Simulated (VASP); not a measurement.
Wanted: the native input for a VASP 6.6.1 run.

- Task: relaxation of cell and atoms
- Functional: BLYP
- Dispersion: D3(BJ)
- Potentials or basis: VASP PAW PBE potentials, release 64 (Ti_sv)
- Cutoff: 500 eV
- k mesh: 12 × 12 × 12
- Occupations: fermi-dirac, width 0.15 eV
- Spin: no spin polarisation
- Dipole correction: no
- Further INCAR settings: ALGO = Normal; EDIFF = 1e-07; IBRION = 2; EDIFFG = -0.01; NSW = 80; ISIF = 3

The structure of Ti lies in POSCAR:

```
Ti
1.0
   -1.6410000000      1.6410000000      1.6410000000
    1.6410000000     -1.6410000000      1.6410000000
    1.6410000000      1.6410000000     -1.6410000000
Ti
1
Direct
    0.0000000000      0.0000000000      0.0000000000
```

This isn't the form of Ti at room conditions, which is hcp.

These files were run (other wordings do the same):

INCAR

```
SYSTEM = Ti
AGGAC = 1.0 ; AGGAX = 1.0
ALDAC = 0.0 ; ALDAX = 1.0
ALGO = Normal ; EDIFF = 1E-7
EDIFFG = -0.01 ; ENCUT = 500
GGA = B5 ; GGA_COMPAT = .FALSE.
IBRION = 2 ; ISIF = 3
ISMEAR = -1 ; IVDW = 12
LASPH = .TRUE. ; LCHARG = .FALSE.
LREAL = .FALSE. ; LWAVE = .FALSE.
NELM = 120 ; NELMIN = 4
NSW = 80 ; PREC = Accurate
SIGMA = 0.15 ; VDW_A1 = 0.4298
VDW_A2 = 4.2359 ; VDW_S6 = 1.0
VDW_S8 = 2.6996
```

KPOINTS

```
k-points
0
G
  12 12 12
  0 0 0
```

Potentials or basis: VASP PAW PBE potentials, release 64 (Ti_sv).

Run with:

```console
$ cat potpaw_PBE.64/Ti_sv/POTCAR > POTCAR
$ mpirun -np 1 vasp_std > vasp.out
```

Results of the run:

The relaxed volume is 15.43 Å³/atom and the relaxed cell is a = 2.716 Å, b = 2.716 Å, c = 2.716 Å, α = 109.47°, β = 109.47°, γ = 109.47°. The space group after relaxing (to 0.1 Å) is Im-3m (No. 229), the energy gained by relaxing is 98.4 meV/atom and the ionic steps are 3. The pressure after relaxing is -0.1 GPa and the band gap on the k mesh is zero (bands 6 and 7 overlap by 1.65 eV). The dispersion energy per atom is -1.610 eV.

Caveat: the PAW data sets were made with another functional, which shifts forces and pressure a little.

It took 48 s on 1 thread of Intel(R) Xeon(R) 6975P-C (Granite Rapids) (shared host), peak memory 0.16 GiB.
